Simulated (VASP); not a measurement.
Write the native input for VASP 6.6.1 that does the following.

* Task: single point
* Functional: PBE
* Potentials or basis: VASP PAW PBE potentials, release 64 (Ta_pv, Si)
* Cutoff: 520 eV
* k mesh: 9 × 9 × 6
* Occupations: gaussian, width 0.15 eV
* Spin: no spin polarisation
* Dipole correction: no
* Further INCAR settings: ALGO = Fast; EDIFF = 1e-06; NBANDS = 38

The structure of TaSi2 lies in POSCAR:

```
TaSi2
1.0
    4.8060235202      0.0000000000      0.0000000000
   -2.4030117601      4.1621384597      0.0000000000
    0.0000000000      0.0000000000      6.5995345254
Ta Si
3 6
Direct
    0.4550563997      0.0000000000     -0.0654591621
    0.5000000000      0.5000000000      0.6666666667
    0.0000000000      0.5000000000      0.3333333333
    0.1589152396      0.3178304793      0.0000000000
    0.8410847604      0.1589152396      0.6666666667
    0.6821695207      0.8410847604      0.3333333333
    0.8410847604      0.6821695207      0.0000000000
    0.1589152396      0.8410847604      0.6666666667
    0.3178304793      0.1589152396      0.3333333333
```

This cell differs from its parent crystal: atom 1 (Ta) moved by -0.216 Å along [1 0 0] and -0.432 Å along [0 0 1].

The input as run:

INCAR

```
PREC = Accurate
ENCUT = 520
EDIFF = 1E-6
ISMEAR = 0
SIGMA = 0.15
LREAL = False
LASPH = True
NELM = 60
ALGO = Fast
ISIF = 2
LWAVE = False
LCHARG = False
GGA = PE
NBANDS = 38
```

KPOINTS

```
regular mesh
0
Gamma
  9 9 6
```

Potentials or basis: VASP PAW PBE potentials, release 64 (Ta_pv, Si).

The run is started by

```console
$ cat potpaw_PBE.64/Ta_pv/POTCAR potpaw_PBE.64/Si/POTCAR > POTCAR
$ mpirun -np 1 vasp_std > vasp.out
```

It gave:

```yaml
Pressure: 8.1 GPa
Largest_force: 10.928 eV/Å
Band_gap_on_the_k_mesh: zero (an odd number of electrons rules out a gap without spin polarisation)
```

Caveat: the cell differs from its parent crystal (atom 1 (Ta) moved by -0.216 Å along [1 0 0] and -0.432 Å along [0 0 1]); the cell stands under pressure; spin-orbit coupling is left out, which moves the levels of the heavy elements; forces of over 1 eV/Å act on the atoms, so gaps and moduli don't describe the material at rest.

It took 35 min on 1 thread of Oxide Virtual Turin-like Processor, with other jobs on the host, peak memory 0.89 GiB.
